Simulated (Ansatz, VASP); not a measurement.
**SnO2 in VASP and in Ansatz**

```
CELL_PARAMETERS angstrom
4.75862 0.00000 0.00000
0.00000 4.75862 0.00000
0.00000 0.00000 3.20015
ATOMIC_POSITIONS crystal
Sn 0.00000 0.00000 0.00000
Sn 0.50000 0.50000 0.50000
O 0.30591 0.30591 0.00000
O 0.19409 0.80591 0.50000
O 0.69409 0.69409 0.00000
O 0.80591 0.19409 0.50000
```

Alike in both runs: functional r2SCAN; k mesh 6 × 6 × 8; occupations fermi-dirac, width 0.02 eV; no spin polarisation.

Ansatz relaxed the structure, and its values are those at the end. VASP's run is a single point on that final structure, the one shown.

|  | VASP | Ansatz |
| --- | --- | --- |
| version | VASP 6.6.1 | Ansatz 0.2.0 |
| potentials or method | VASP PAW PBE potentials, release 64 (Sn_d, O), cutoff 520 eV | PAW plane waves |
| valence electrons in the cell | 52 | 52 |

```csv
,VASP,Ansatz,Ansatz less VASP
gap on the k mesh at the Fermi level (eV),1.80,1.79,-0.010
pressure (GPa),1.3,0.0,-1.26
rms of the force components (eV/Å),0.014,0.000,-0.0139
```

VASP's potentials were made for PBE, not for r2SCAN. The functional is the same, so the differences come from potentials, cutoffs and numerics.
